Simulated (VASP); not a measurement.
# Te in VASP: notebook

Runs on Te. Level: PBE. Tasks: single point, relaxation of cell and atoms.

Program: VASP 6.6.1. These are calculated values, not measurements. Logs are shortened: lines on timing, memory, paths and dates and some standing lists are left out, and cuts for length are marked.

### 1 The cell of the first run

The cell holds a slab with vacuum, 2 atoms: a = 4.061 Å, b = 4.061 Å, c = 8.770 Å, α = 90.00°, β = 90.00°, γ = 120.00°.

### 2 Single point, PBE

File INCAR:

```
SYSTEM = Te
PREC = Accurate
ENCUT = 520
EDIFF = 1E-6
ISMEAR = 0
SIGMA = 0.1
LREAL = .False.
LASPH = .True.
NELM = 80
ALGO = Normal
ISIF = 2
LWAVE = .False.
LCHARG = .True.
GGA = PE
LELF = .True.
LVHAR = .True.
NBANDS = 13
```

File KPOINTS:

```
regular mesh
0
Gamma
  6 6 2
  0 0 0
```

File POSCAR:

```
Te
1.0
    4.0610278800      0.0000000000      0.0000000000
   -2.0305139400      3.5169533100      0.0000000000
    0.0000000000      0.0000000000      8.7699104400
Te
2
Direct
    0.3333333300      0.6666666700      0.5071999400
    0.6666666700      0.3333333300      0.4928000600
```

Potentials or basis: VASP PAW PBE potentials, release 64 (Te).

Launch:

```sh
> cat potpaw_PBE.64/Te/POTCAR > POTCAR
> mpirun -np 1 vasp_std > vasp.out
```

OUTCAR:

```text
SYSTEM = Te
   PREC = Accurate
   ENCUT = 520
   EDIFF = 1E-6
   ISMEAR = 0
   LREAL = .False.
   LASPH = .True.
   NELM = 80
   ISIF = 2
   GGA = PE

 ion  position               nearest neighbor table
   1  0.333  0.667  0.507-   2 2.35   2 2.35   2 2.35
   2  0.667  0.333  0.493-   1 2.35   1 2.35   1 2.35

  LATTYP: Found a hexagonal cell.
 ALAT       =     4.0610278800
 C/A-ratio  =     2.1595297297

  Lattice vectors:

 A1 = (   4.0610278800,   0.0000000000,   0.0000000000)
 A2 = (  -2.0305139400,   3.5169533100,   0.0000000000)
 A3 = (   0.0000000000,   0.0000000000,   8.7699104400)

Analysis of symmetry for initial positions (statically):
=====================================================================
 Subroutine PRICEL returns:
 Original cell was already a primitive cell.

 Routine SETGRP: Setting up the symmetry group for a
 hexagonal supercell.

 Subroutine GETGRP returns: Found 12 space group operations
 (whereof 12 operations were pure point group operations)
 out of a pool of 24 trial point group operations.

The static configuration has the point symmetry D_3d.

Analysis of symmetry for dynamics (positions and initial velocities):
=====================================================================
 Subroutine PRICEL returns:
 Original cell was already a primitive cell.

 Routine SETGRP: Setting up the symmetry group for a
 hexagonal supercell.

 Subroutine GETGRP returns: Found 12 space group operations
 (whereof 12 operations were pure point group operations)
 out of a pool of 24 trial point group operations.

The dynamic configuration has the point symmetry D_3d.

 Subroutine INISYM returns: Found 12 space group operations
 (whereof 12 operations are pure point group operations),
 and found     1 'primitive' translations

----------------------------------------------------------------------------------------

                                     Primitive cell

  volume of cell :     125.2558

  direct lattice vectors                    reciprocal lattice vectors
     4.061027880  0.000000000  0.000000000     0.246243077  0.142168507  0.000000000
    -2.030513940  3.516953310  0.000000000     0.000000000  0.284337013  0.000000000
     0.000000000  0.000000000  8.769910440     0.000000000  0.000000000  0.114026250

  length of vectors
     4.061027880  4.061027880  8.769910440     0.284337013  0.284337013  0.114026250

  position of ions in fractional coordinates (direct lattice)
     0.333333330  0.666666670  0.507199940
     0.666666670  0.333333330  0.492800060

  ion indices of the primitive-cell ions
   primitive index   ion index
[... 75 lines left out ...]
   NUPDOWN=      -1.0000    fix difference up-down
   EMIN   =  10.00;   EMAX   =-10.00  energy-range for DOS
   EFERMI =   0.00;   METHOD = LEGACY
   ISMEAR =     0;   SIGMA  =   0.10  broadening in eV -4-tet -1-fermi 0-gaus
   EFERMI_NEDOS =   21; number of points for ismear=-14 and -15
   IALGO  =     38    algorithm
   IMIX   =      4    mixing-type and parameters
     AMIX     =   0.40;   BMIX     =  1.00
     AMIX_MAG =   1.60;   BMIX_MAG =  1.00
  volume/ion in A,a.u.               =      62.63       422.63
  Fermi-wavevector in a.u.,A,eV,Ry     =   0.749093  1.415581  7.634787  0.561141
  Thomas-Fermi vector in A             =   1.845533
   LORBIT       =      0    0 simple, 1 ext, 2 COOP (PROOUT), +10 PAW based schemes
   GGA     = PE    functional components
   LHFCALC =     F    Hartree Fock is set to
   AEXX    =    0.0000 exact exchange contribution
   IVDW    =     0    specifies the selected vdW correction
   LEPSILON=     F    determine dielectric tensor
   LRPA    =     F    only Hartree local field effects (RPA)
 non-spin polarized calculation
 Gauss-broadening in eV      SIGMA  =   0.10
  energy-cutoff  :      520.00
  volume of cell :      125.26
 maximum number of plane-waves:      3416
   NGX = 15   NGY = 15   NGZ = 33

 number of electron      11.9999999 magnetization

 Free energy of the ion-electron system (eV)
  ---------------------------------------------------
  ext. energy  EPLUGINS =         0.00000000
  ---------------------------------------------------
  free energy    TOTEN  =         0.82656141 eV

  energy without entropy =        0.83996950  energy(sigma->0) =        0.83326546

 E-fermi :   2.1378     XC(G=0):  -5.2134

 val. band max:        2.0606549821   @ k =   0.1667   0.0000   0.5000
 cond. band min:       2.1735306398   @ k =   0.1667   0.1667   0.0000
 fundamental gap:      0.1128756576
 Fermi energy:         2.1377843745

 k-point     1 :       0.0000    0.0000    0.0000
  band No.  band energies     occupation
      1     -15.4375      2.00000
      2      -4.4389      2.00000
      3      -4.1328      2.00000
      4      -4.1328      2.00000
      5      -3.1545      2.00000
      6       1.7122      2.00000
      7       1.7122      2.00000
      8       3.4250      0.00000
      9       4.5439      0.00000
     10       6.5681      0.00000
     11       6.6430      0.00000
     12       7.5189      0.00000
     13       9.0771      0.00000
[... 194 lines left out ...]
  band No.  band energies     occupation
      1     -12.2018      2.00000
      2     -12.2018      2.00000
      3      -7.1169      2.00000
      4      -1.2816      2.00000
      5      -1.2816      2.00000
      6       3.4754      0.00000
      7       3.4754      0.00000
      8       4.6679      0.00000
      9       5.6710      0.00000
     10       7.7297      0.00000
     11       7.7297      0.00000
     12       8.8156      0.00000
     13       8.8156      0.00000

------------------------ aborting loop because EDIFF is reached ----------------------------------------

  FORCE on cell =-STRESS in cart. coord.  units (eV):
  Direction    XX          YY          ZZ          XY          YZ          ZX
  --------------------------------------------------------------------------------------
  -------------------------------------------------------------------------------------
  Total       35.6211578     35.6211578      0.2108083      0.0000000      0.0000000      0.0000000
  in kB      455.6389913    455.6389915      2.6965010      0.0000000      0.0000000      0.0000000
  external PRESSURE =     304.6581613 kB  Pullay stress =       0.0000000 kB

 VOLUME and BASIS-vectors are now :
 -----------------------------------------------------------------------------
  energy-cutoff  :      520.00
  volume of cell :      125.26
      direct lattice vectors                 reciprocal lattice vectors
     4.061027880  0.000000000  0.000000000     0.246243077  0.142168507  0.000000000
    -2.030513940  3.516953310  0.000000000     0.000000000  0.284337013  0.000000000
     0.000000000  0.000000000  8.769910440     0.000000000  0.000000000  0.114026250

 POSITION                                       TOTAL-FORCE (eV/Angst)
 -----------------------------------------------------------------------------------
     -0.00000      2.34464      4.44810        -0.000000     -0.000000      1.724059
      2.03051      1.17232      4.32181         0.000000      0.000000     -1.724059
 -----------------------------------------------------------------------------------
    total drift:                                0.000000      0.000000      0.000000

  FREE ENERGIE OF THE ION-ELECTRON SYSTEM (eV)
  ---------------------------------------------------
  free  energy   TOTEN  =         0.8265614142 eV

  energy  without entropy=        0.8399694982  energy(sigma->0) =        0.83326546
```

stdout:

```text
POSCAR found type information on POSCAR Te
 POSCAR found :  1 types and       2 ions
 scaLAPACK will be used
 LDA part: xc-table for (Slater+PW92), standard interpolation
 POSCAR, INCAR and KPOINTS ok, starting setup
 FFT: planning ... GRIDC
 FFT: planning ... GRID_SOFT
 FFT: planning ... GRID
 WAVECAR not read
 entering main loop
```

Wall time 29 s (1 thread of Oxide Virtual Turin-like, shared host); peak memory 0.19 GiB.

What came out:

| Item | Value |
| --- | --- |
| Free energy | 0.8266 eV |
| Largest force | 1.724 eV/Å |
| Band gap on the k mesh | zero (band 6 reaches 3.48 eV, above the bottom of band 7 at 1.71 eV) |

Forces on the atoms (eV/Å):
```
Te   0.000  0.000  1.724
Te   0.000  0.000 -1.724
```

Caveat: spin-orbit coupling is left out, which moves the levels of the heavy elements.

### 3 Single point, PBE

This run uses another cell than the first one, of 68.27 Å³/atom, 1.090 times its volume.

Changes to INCAR since step 2:

```diff
@@ -8,3 +8,3 @@
 LASPH = .True.
-NELM = 80
+NELM = 60
 ALGO = Normal
```

File KPOINTS:

```
Automatic mesh
0
Gamma
  6 6 2
  0 0 0
```

File POSCAR:

```
Te
1.0
    4.9137640421      0.0000000000      0.0000000000
   -2.4568820211      4.2554444887      0.0000000000
    0.0000000000      0.0000000000      6.5302389692
Te
2
Direct
    0.3333333333      0.6666666667      0.5612484815
    0.6666666667      0.3333333333      0.4387515185
```

Potentials or basis: VASP PAW PBE potentials, release 64 (Te).

Launch:

```sh
> cat potpaw_PBE.64/Te/POTCAR > POTCAR
> mpirun -np 1 vasp_std > vasp.out
```

OUTCAR:

```text
SYSTEM = Te
   PREC = Accurate
   ENCUT = 520
   EDIFF = 1E-6
   ISMEAR = 0
   LREAL = .False.
   LASPH = .True.
   NELM = 60
   ISIF = 2
   GGA = PE

 ion  position               nearest neighbor table
   1  0.333  0.667  0.561-   2 2.95   2 2.95   2 2.95
   2  0.667  0.333  0.439-   1 2.95   1 2.95   1 2.95

  LATTYP: Found a hexagonal cell.
 ALAT       =     4.9137640421
 C/A-ratio  =     1.3289687729

  Lattice vectors:

 A1 = (   4.9137640421,   0.0000000000,   0.0000000000)
 A2 = (  -2.4568820211,   4.2554444887,   0.0000000000)
 A3 = (   0.0000000000,   0.0000000000,   6.5302389692)
[... 397 lines left out ...]

  FORCE on cell =-STRESS in cart. coord.  units (eV):
  Direction    XX          YY          ZZ          XY          YZ          ZX
  --------------------------------------------------------------------------------------
  -------------------------------------------------------------------------------------
  Total        0.1876566      0.1876566     -0.0091694     -0.0000000      0.0000000     -0.0000000
  in kB        2.2018420      2.2018420     -0.1075884     -0.0000000      0.0000000     -0.0000000
  external PRESSURE =       1.4320318 kB  Pullay stress =       0.0000000 kB

 VOLUME and BASIS-vectors are now :
 -----------------------------------------------------------------------------
  energy-cutoff  :      520.00
  volume of cell :      136.55
      direct lattice vectors                 reciprocal lattice vectors
     4.913764042  0.000000000  0.000000000     0.203509976  0.117496539  0.000000000
    -2.456882021  4.255444489  0.000000000     0.000000000  0.234993078  0.000000000
     0.000000000  0.000000000  6.530238969     0.000000000  0.000000000  0.153133753

 POSITION                                       TOTAL-FORCE (eV/Angst)
 -----------------------------------------------------------------------------------
     -0.00000      2.83696      3.66509        -0.000000     -0.000000      0.023981
      2.45688      1.41848      2.86515         0.000000      0.000000     -0.023981
 -----------------------------------------------------------------------------------
    total drift:                                0.000000      0.000000      0.000000

  FREE ENERGIE OF THE ION-ELECTRON SYSTEM (eV)
  ---------------------------------------------------
  free  energy   TOTEN  =        -5.7278842074 eV

  energy  without entropy=       -5.7261722189  energy(sigma->0) =       -5.72702821
```

stdout:

```text
POSCAR found type information on POSCAR Te
 POSCAR found :  1 types and       2 ions
 scaLAPACK will be used
 LDA part: xc-table for (Slater+PW92), standard interpolation
 POSCAR, INCAR and KPOINTS ok, starting setup
 FFT: planning ... GRIDC
 FFT: planning ... GRID_SOFT
 FFT: planning ... GRID
 WAVECAR not read
 entering main loop
```

It took 51 s on 1 thread of Oxide Virtual Turin-like, shared host; peak memory 0.22 GiB.

Results:

```yaml
Free_energy: -5.7279 eV
Pressure: 0.1 GPa
Largest_force: 0.024 eV/Å
Band_gap_on_the_k_mesh: zero (band 6 reaches 1.07 eV, above the bottom of band 7 at 0.70 eV)
```

Forces in eV/Å, atoms in the order of the input:
```
Te   0.000  0.000  0.024
Te   0.000  0.000 -0.024
```

Levels at points of the mesh, in eV from the Fermi level:
| k point | band 2 | band 3 | band 4 | band 5 | band 6 | band 7 | band 8 | band 9 | band 10 | band 11 |
| --- | --- | --- | --- | --- | --- | --- | --- | --- | --- | --- |
| (0.00, 0.00, 0.00) | -8.85 | -3.83 | -3.83 | -2.72 | -0.51 | -0.12 | -0.12 | 3.27 | 5.56 | 6.50 |
| (0.50, 0.00, 0.00) | -10.84 | -4.54 | -3.64 | -1.96 | -1.39 | 1.77 | 1.81 | 4.51 | 4.74 | 5.80 |
| (0.00, 0.00, 0.50) | -8.86 | -3.83 | -3.83 | -2.86 | -0.35 | -0.11 | -0.11 | 4.60 | 4.79 | 6.28 |
| (0.50, 0.00, 0.50) | -10.83 | -4.54 | -3.67 | -2.02 | -1.43 | 1.77 | 1.84 | 4.73 | 5.71 | 6.31 |

Caveat: the k points lie up to 0.48 Å⁻¹ apart; spin-orbit coupling is left out, which moves the levels of the heavy elements.

### 4 Single point, PBE

This run uses another cell than the first one, of 68.27 Å³/atom, 1.090 times its volume.

INCAR is that of step 3.

File KPOINTS:

```
Automatic mesh
0
Gamma
  6 6 4
  0 0 0
```

POSCAR is that of step 3.

Launch:

```sh
> cat potpaw_PBE.64/Te/POTCAR > POTCAR
> mpirun -np 1 vasp_std > vasp.out
```

It took 50 s on 1 thread of Oxide Virtual Turin-like, shared host; peak memory 0.23 GiB.

Results (log left out):

* Free energy: -5.7287 eV
* Pressure: 0.1 GPa
* Largest force: 0.025 eV/Å
* Band gap on the k mesh: zero (band 6 reaches 1.07 eV, above the bottom of band 7 at 0.70 eV)

Forces on the atoms (eV/Å):
```
Te   0.000  0.000  0.025
Te   0.000  0.000 -0.025
```

Stress tensor (GPa, compression positive):
```
 0.23  0.00  0.00
 0.00  0.23  0.00
 0.00  0.00 -0.03
```

Levels at points of the mesh, in eV from the Fermi level:
| k point | band 4 | band 5 | band 6 | band 7 | band 8 | band 9 |
| --- | --- | --- | --- | --- | --- | --- |
| (0.00, 0.00, 0.00) | -3.84 | -2.73 | -0.51 | -0.12 | -0.12 | 3.26 |
| (0.50, 0.00, 0.00) | -3.64 | -1.97 | -1.40 | 1.76 | 1.80 | 4.50 |
| (0.00, 0.00, 0.50) | -3.84 | -2.87 | -0.35 | -0.12 | -0.12 | 4.59 |
| (0.50, 0.00, 0.50) | -3.68 | -2.03 | -1.44 | 1.76 | 1.83 | 4.73 |

Caveat: spin-orbit coupling is left out, which moves the levels of the heavy elements.

### 5 Relaxation of cell and atoms, PBE

File INCAR:

```
PREC = Accurate ; ENCUT = 600
EDIFF = 1E-7 ; ISMEAR = 0
SIGMA = 0.1 ; LREAL = False
LASPH = True ; NELM = 60
ALGO = Normal ; ISIF = 3
LWAVE = False ; LCHARG = False
GGA = PE ; IBRION = 2
NSW = 90 ; EDIFFG = -0.04
```

File KPOINTS:

```
regular mesh
0
Gamma
  6 6 2
```

File POSCAR:

```
Te
1.0
    4.0610278800      0.0000000000      0.0000000000
   -2.0305139400      3.5169533100      0.0000000000
    0.0000000000      0.0000000000      8.7699104400
Te
2
Direct
    0.3333333300      0.6666666700      0.5071999400
    0.6666666700      0.3333333300      0.4928000600
```

Launch:

```sh
> cat potpaw_PBE.64/Te/POTCAR > POTCAR
> mpirun -np 1 vasp_std > vasp.out
```

It took 6.4 min on 1 thread of Oxide Virtual Turin-like, shared host; peak memory 0.23 GiB.

The run converged. Its results:

| Item | Value |
| --- | --- |
| Free energy | -5.7229 eV |
| Relaxed cell | a = 4.932 Å, b = 4.932 Å, c = 9.003 Å, α = 90.00°, β = 90.00°, γ = 120.00° |
| Space group after relaxing (to 0.05 Å) | P-3m1 (No. 164) |
| Energy gained by relaxing | 3274.5 meV/atom |
| Ionic steps | 18 |
| Largest force after relaxing | 0.027 eV/Å |
| Band gap on the k mesh | zero (band 6 reaches -0.45 eV, above the bottom of band 7 at -0.81 eV) |

Forces on the atoms (eV/Å):
```
Te   0.000  0.000 -0.027
Te   0.000  0.000  0.027
```

The path:
| step | energy change (eV) | largest force (eV/Å) | pressure (GPa) | volume (Å³) |
| --- | --- | --- | --- | --- |
| 1 | 0.0000 | 1.7240 | 30.47 | 125.26 |
| 2 | -2.5941 | 0.0557 | -1.06 | 435.20 |
| 3 | -3.0668 | 0.0348 | -1.36 | 392.94 |
| 4 | -3.6456 | 0.0032 | -1.70 | 352.13 |
| 5 | -6.0301 | 0.4408 | -1.58 | 224.24 |
| 6 | -5.8264 | 0.6640 | 4.16 | 171.15 |
| 7 | -6.2349 | 0.5296 | -0.70 | 205.88 |
| 8 | -6.2617 | 0.5503 | 0.17 | 195.72 |
| 9 | -6.2632 | 0.5458 | -0.02 | 197.65 |
| 10 | -6.2904 | 0.6263 | 0.00 | 197.72 |
| 11 | -6.3802 | 0.6158 | 0.03 | 197.95 |
| 12 | -6.5029 | 0.2190 | -0.36 | 198.38 |
| 13 | -6.1498 | 1.6176 | -1.62 | 199.13 |
| 14 | -6.5181 | 0.0504 | -0.59 | 198.48 |
| 15 | -6.5421 | 0.0005 | -0.33 | 193.74 |
| 16 | -6.5486 | 0.0567 | -0.10 | 190.31 |
| 17 | -6.5487 | 0.0628 | -0.08 | 189.96 |
| 18 | -6.5491 | 0.0274 | -0.04 | 189.69 |

Final structure:
```yaml
crystal:
  lattice:
    - [4.93228, 0.00000, 0.00000]
    - [-2.46614, 4.27148, 0.00000]
    - [0.00000, 0.00000, 9.00342]
  atoms:
    - { symbol: Te, position: [0.33333, 0.66667, 0.54460] }
    - { symbol: Te, position: [0.66667, 0.33333, 0.45540] }
```

Levels at points of the mesh, in eV from the Fermi level:
```csv
k point,band 4,band 5,band 6,band 7,band 8,band 9
"(0.00, 0.00, 0.00)",-3.81,-2.77,-0.45,-0.13,-0.13,3.28
"(0.50, 0.00, 0.00)",-3.64,-1.99,-1.41,1.74,1.74,4.65
"(0.00, 0.00, 0.50)",-3.81,-2.78,-0.44,-0.13,-0.13,3.93
"(0.50, 0.00, 0.50)",-3.64,-1.99,-1.41,1.74,1.75,4.75
```

Caveat: the volume moved by over 15 % at a fixed basis, so the end points are rough; spin-orbit coupling is left out, which moves the levels of the heavy elements.

### 6 The runs side by side

| task | cell | k mesh | cutoff (eV) | gap on the mesh (eV) | pressure (GPa) | largest force (eV/Å) |
| --- | --- | --- | --- | --- | --- | --- |
| single point | a = 4.061, b = 4.061, c = 8.770 Å, angles 90.0, 90.0, 120.0°, 2 atoms | 6 × 6 × 2 | 520 | none | - | 1.72 |
| single point | a = 4.914, b = 4.914, c = 6.530 Å, angles 90.0, 90.0, 120.0°, 2 atoms | 6 × 6 × 2 | 520 | none | 0.1 | 0.02 |
| single point | a = 4.914, b = 4.914, c = 6.530 Å, angles 90.0, 90.0, 120.0°, 2 atoms | 6 × 6 × 4 | 520 | none | 0.1 | 0.02 |
| relaxation of cell and atoms | relaxed from a = 4.061, b = 4.061, c = 8.770 Å, angles 90.0, 90.0, 120.0°, 2 atoms | 6 × 6 × 2 | 600 | none | - | 0.03 |

Alike in all rows: level PBE; potentials or basis VASP PAW PBE potentials, release 64 (Te); no spin polarisation; smearing gaussian 0.1 eV.

Caveats: some runs use coarse meshes; spin-orbit coupling is left out, which moves the levels of the heavy elements; the volume moved by over 15 % at a fixed basis, so the end points are rough (some runs).

Absolute energies hang on the potentials; compare differences alone.
